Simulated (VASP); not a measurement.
# RbCl (Fm-3m) in VASP: a series of runs, part 2 of 2

VASP 6.6.1. Earlier steps stand in the parts before.

### 4 Elastic constants, PBEsol

This run uses another cell than the first one, of 31.86 Å³/atom.

INCAR reads:

```
PREC = Accurate
ENCUT = 500
EDIFF = 1E-8
ISMEAR = 0
SIGMA = 0.01
LREAL = F
LASPH = T
NELM = 120
ALGO = Normal
ISIF = 3
LWAVE = F
LCHARG = T
GGA = PS
NBANDS = 15
IBRION = 6
NFREE = 2
POTIM = 0.015
NSW = 1
GGA_COMPAT = F
```

KPOINTS reads:

```
regular mesh
0
Gamma
  6 6 6
```

POSCAR reads:

```
RbCl
1.0
    0.0000000000      3.1702163160      3.1702163160
    3.1702163160      0.0000000000      3.1702163160
    3.1702163160      3.1702163160      0.0000000000
Rb Cl
1 1
Direct
    0.0000000000      0.0000000000      0.0000000000
    0.5000000000      0.5000000000      0.5000000000
```

Potentials or basis: VASP PAW PBE potentials, release 64 (Rb_sv, Cl).

On the command line:

```console
cat potpaw_PBE.64/Rb_sv/POTCAR potpaw_PBE.64/Cl/POTCAR > POTCAR
mpirun -np 1 vasp_std > vasp.out
```

OUTCAR:

```text
PREC = Accurate
   ENCUT = 500
   EDIFF = 1E-8
   ISMEAR = 0
   LREAL = F
   LASPH = T
   NELM = 120
   ISIF = 3
   GGA = PS
   IBRION = 6
   NFREE = 2
   POTIM = 0.015
   NSW = 1

 ion  position               nearest neighbor table
   1  0.000  0.000  0.000-   2 3.17   2 3.17   2 3.17   2 3.17   2 3.17   2 3.17
   2  0.500  0.500  0.500-   1 3.17   1 3.17   1 3.17   1 3.17   1 3.17   1 3.17

[... 873 lines left out ...]
      0.000000  0.000000  0.000000    -0.541482    0.000000    0.000000
      3.170216  3.170216  3.170216     0.840712    0.000000    0.000000
[... 21 lines left out ...]
   6 f/i=    0.000053 THz     0.000336 2PiTHz    0.001781 cm-1     0.000221 meV
             X         Y         Z           dx          dy          dz
      0.000000  0.000000  0.000000    -0.840712    0.000000    0.000000
      3.170216  3.170216  3.170216    -0.541482    0.000000    0.000000

--------------------------------------------------------------------------------------------------------

 ELASTIC MODULI CONTR FROM IONIC RELAXATION (kBar)
 Direction    XX          YY          ZZ          XY          YZ          ZX
 --------------------------------------------------------------------------------
 XX           0.0000      0.0000      0.0000      0.0000      0.0000      0.0000
 YY           0.0000      0.0000      0.0000      0.0000      0.0000      0.0000
 ZZ           0.0000      0.0000      0.0000      0.0000      0.0000      0.0000
 XY           0.0000      0.0000      0.0000      0.0000      0.0000      0.0000
 YZ           0.0000      0.0000      0.0000      0.0000      0.0000      0.0000
 ZX           0.0000      0.0000      0.0000      0.0000      0.0000      0.0000
 --------------------------------------------------------------------------------

 TOTAL ELASTIC MODULI (kBar)
 Direction    XX          YY          ZZ          XY          YZ          ZX
 --------------------------------------------------------------------------------
 XX         625.2652     57.7063     57.7063     -0.0000      0.0000      0.0000
 YY          57.7063    625.2652     57.7063     -0.0000     -0.0000     -0.0000
 ZZ          57.7063     57.7063    625.2652      0.0000     -0.0000      0.0000
 XY          -0.0000     -0.0000      0.0000     38.0683      0.0000      0.0000
 YZ           0.0000     -0.0000     -0.0000      0.0000     38.0683     -0.0000
 ZX           0.0000     -0.0000      0.0000      0.0000     -0.0000     38.0683
 --------------------------------------------------------------------------------
```

OSZICAR:

```text
N       E                     dE             d eps       ncg     rms          rms(c)
DAV:   1     0.780744083282E+02    0.78074E+02   -0.68961E+03   480   0.917E+02
DAV:   2    -0.196035056130E+01   -0.80035E+02   -0.72494E+02   667   0.167E+02
DAV:   3    -0.699437600582E+01   -0.50340E+01   -0.50132E+01   614   0.424E+01
[... 215 lines left out ...]
DAV:  12    -0.685618947136E+01    0.16909E-06   -0.49609E-08  1061   0.122E-03    0.232E-02
DAV:  13    -0.685618932250E+01    0.14887E-06   -0.81921E-08  1096   0.154E-03    0.149E-02
DAV:  14    -0.685618925360E+01    0.68896E-07   -0.61458E-08  1040   0.133E-03    0.743E-03
DAV:  15    -0.685618923918E+01    0.14416E-07   -0.18604E-08   753   0.744E-04    0.334E-03
DAV:  16    -0.685618923735E+01    0.18358E-08   -0.60319E-09   527   0.432E-04
  17 F= -.68561892E+01 E0= -.68561892E+01  d E =-.246818E-25
```

It took 12 min on 1 thread of Intel Xeon 8259CL, shared host; peak memory 0.28 GiB.

Results:

```
Elastic constants C11, C12, C44                         : 63, 6, 4 GPa
Voigt bulk modulus                                      : 25 GPa
Highest phonon frequency at Γ, LO-TO splitting left out : 142 cm⁻¹
```

Phonon frequencies in cm⁻¹ (negative: imaginary):
```tsv
q point	frequencies
(0.000, 0.000, 0.000)	0 0 0 142 142 142
```

Elastic tensor in Voigt notation (GPa, in the Cartesian axes of the cell as first typed):
```
63  6  6  0  0  0
 6 63  6  0  0  0
 6  6 63  0  0  0
 0  0  0  4  0  0
 0  0  0  0  4  0
 0  0  0  0  0  4
```

Clamped-ion elastic tensor (GPa):
```
63  6  6  0  0  0
 6 63  6  0  0  0
 6  6 63  0  0  0
 0  0  0  4  0  0
 0  0  0  0  4  0
 0  0  0  0  0  4
```

Caveat: the cell is under stress, which shifts elastic constants; the PAW data sets were made with another functional, which shifts forces and pressure a little.

### 5 Elastic constants, PBEsol

This run uses another cell than the first one, of 33.21 Å³/atom.

INCAR reads:

```
PREC = Accurate ; ENCUT = 500
EDIFF = 1E-8 ; ISMEAR = 0
SIGMA = 0.01 ; LREAL = False
LASPH = True ; NELM = 120
ALGO = Normal ; ISIF = 3
LWAVE = False ; LCHARG = False
GGA = PS ; IBRION = 6
NFREE = 2 ; POTIM = 0.015
NSW = 1 ; GGA_COMPAT = False
```

KPOINTS is that of step 4.

POSCAR reads:

```
RbCl
1.0
    0.0000000000      3.2143142716      3.2143142716
    3.2143142716      0.0000000000      3.2143142716
    3.2143142716      3.2143142716      0.0000000000
Rb Cl
1 1
Direct
    0.0000000000      0.0000000000      0.0000000000
    0.5000000000      0.5000000000      0.5000000000
```

On the command line:

```console
cat potpaw_PBE.64/Rb_sv/POTCAR potpaw_PBE.64/Cl/POTCAR > POTCAR
mpirun -np 1 vasp_std > vasp.out
```

Run time: 9.7 min. Hardware: 1 thread of Intel Xeon 8259CL, shared host; peak memory 0.27 GiB.

It converged, with:

| Property | Result |
| --- | --- |
| Elastic constants C11, C12, C44 | 52, 6, 5 GPa |
| Voigt bulk modulus | 21 GPa |
| Highest phonon frequency at Γ, LO-TO splitting left out | 130 cm⁻¹ |

Phonon frequencies in cm⁻¹ (negative: imaginary):
```tsv
q point	frequencies
(0.000, 0.000, 0.000)	0 0 0 130 130 130
```

Elastic tensor in Voigt notation (GPa, in the Cartesian axes of the cell as first typed):
```
52  6  6  0  0  0
 6 52  6  0  0  0
 6  6 52  0  0  0
 0  0  0  5  0  0
 0  0  0  0  5  0
 0  0  0  0  0  5
```

Clamped-ion elastic tensor (GPa):
```
52  6  6  0  0  0
 6 52  6  0  0  0
 6  6 52  0  0  0
 0  0  0  5  0  0
 0  0  0  0  5  0
 0  0  0  0  0  5
```

Caveat: the cell is under stress, which shifts elastic constants; the PAW data sets were made with another functional, which shifts forces and pressure a little.
